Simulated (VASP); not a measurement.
Ga2O3:

```
CELL_PARAMETERS angstrom
2.49586 1.44098 4.49377
-2.49586 1.44098 4.49377
0.00000 -2.88197 4.49377
ATOMIC_POSITIONS crystal
Ga 0.84986 0.84986 0.84986
Ga 0.65014 0.65014 0.65014
Ga 0.15014 0.15014 0.15014
Ga 0.34986 0.34986 0.34986
O 0.05169 0.75000 0.44831
O 0.75000 0.44831 0.05169
O 0.44831 0.05169 0.75000
O 0.94831 0.25000 0.55169
O 0.55169 0.94831 0.25000
O 0.25000 0.55169 0.94831
```

| Property | Result |
| --- | --- |
| Program | VASP 6.6.1 |
| Task | relaxation of cell and atoms |
| Functional | PBEsol |
| Potentials or basis | VASP PAW PBE potentials, release 64 (Ga_d, O) |
| Cutoff | 600 eV |
| k mesh | 6 × 6 × 6 |
| Occupations | gaussian, width 0.1 eV |
| Spin | no spin polarisation |

At the start: pressure 1.9 GPa; volume 9.70 Å³/atom.

Q: How do energy, volume and symmetry change on relaxing?

A: Over 6 steps the energy falls by 17.7 meV/atom and the volume is 9.71 Å³/atom (+0.2 %); space group R-3c (No. 167, to 0.1 Å) before and after.

The path:
```tsv
step	energy change (eV)	largest force (eV/Å)	pressure (GPa)	volume (Å³)
1	0.0000	1.1195	1.86	96.97
2	-0.1434	0.1714	-2.60	98.56
3	-0.1440	0.2214	-2.38	98.46
4	-0.1653	0.1260	1.56	96.66
5	-0.1658	0.1255	1.00	96.89
6	-0.1767	0.0343	0.33	97.12
```

Final structure:
```
Ga O
1.0
     2.49818    1.44233    4.49223
    -2.49818    1.44233    4.49223
     0.00000   -2.88465    4.49223
Ga O
4 6
Direct
  0.85549 0.85549 0.85549
  0.64451 0.64451 0.64451
  0.14451 0.14451 0.14451
  0.35549 0.35549 0.35549
  0.05338 0.75000 0.44662
  0.75000 0.44662 0.05338
  0.44662 0.05338 0.75000
  0.94662 0.25000 0.55338
  0.55338 0.94662 0.25000
  0.25000 0.55338 0.94662
```

Caveat: the PAW data sets were made with another functional, which shifts forces and pressure a little; the relaxation stopped at a loose force limit of 0.05 eV/Å, so its end isn't a converged minimum.
